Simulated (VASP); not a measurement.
Co: single point with PBE

Crystal: Co.

```
Co
1.0
     2.47200    0.00000    0.00000
    -1.23600    2.14081    0.00000
     0.00000    0.00000    4.02114
Co
2
Cartesian
  1.2360 0.7136 3.0159
  0.0000 1.4272 1.0053
```

```json
{
 "Program": "VASP 6.6.1",
 "Task": "single point",
 "Functional": "PBE",
 "Potentials or basis": "VASP PAW PBE potentials, release 64 (Co_sv)",
 "Cutoff": "690 eV",
 "k mesh": "12 × 12 × 7",
 "Occupations": "gaussian, width 0.016 eV",
 "Spin": "collinear spin, ferromagnetic start",
 "Starting moments": "[2.0, 2.0] μB"
}
```

```json
{
  "Pressure": "3.4 GPa",
  "Net moment": "3.22 μB per cell",
  "Site moments": "Co +1.68 μB",
  "Valence electrons inside the program's atomic spheres": "Co 15.07"
}
```

Stress tensor (GPa, compression positive):
```
4.53 0.00 0.00
0.00 4.53 0.00
0.00 0.00 1.13
```

Levels at points of the mesh, in eV from the Fermi level:
Spin up:
```
           k point  band 17  band 18  band 19  band 20  band 21  band 22
(0.00, 0.00, 0.00)    -1.91    -0.79    -0.79    -0.23     6.41    22.07
(0.50, 0.00, 0.00)    -0.57    -0.49     1.34     3.40     9.74    10.41
```
Spin down:
| k point | band 11 | band 12 | band 13 | band 14 | band 15 | band 16 | band 17 | band 18 | band 19 | band 20 |
| --- | --- | --- | --- | --- | --- | --- | --- | --- | --- | --- |
| (0.00, 0.00, 0.00) | -1.04 | -0.97 | -0.97 | -0.60 | -0.60 | -0.30 | -0.14 | -0.14 | 1.10 | 1.10 |
| (0.50, 0.00, 0.00) | -3.36 | -1.92 | -1.12 | -1.09 | -0.65 | 1.26 | 1.36 | 1.43 | 2.62 | 4.40 |

Run time: 75 s on 1 thread of Intel(R) Xeon(R) Platinum 8488C (Sapphire Rapids), with other jobs on the host, peak memory 0.23 GiB.

Caveat: the cell stands under pressure.
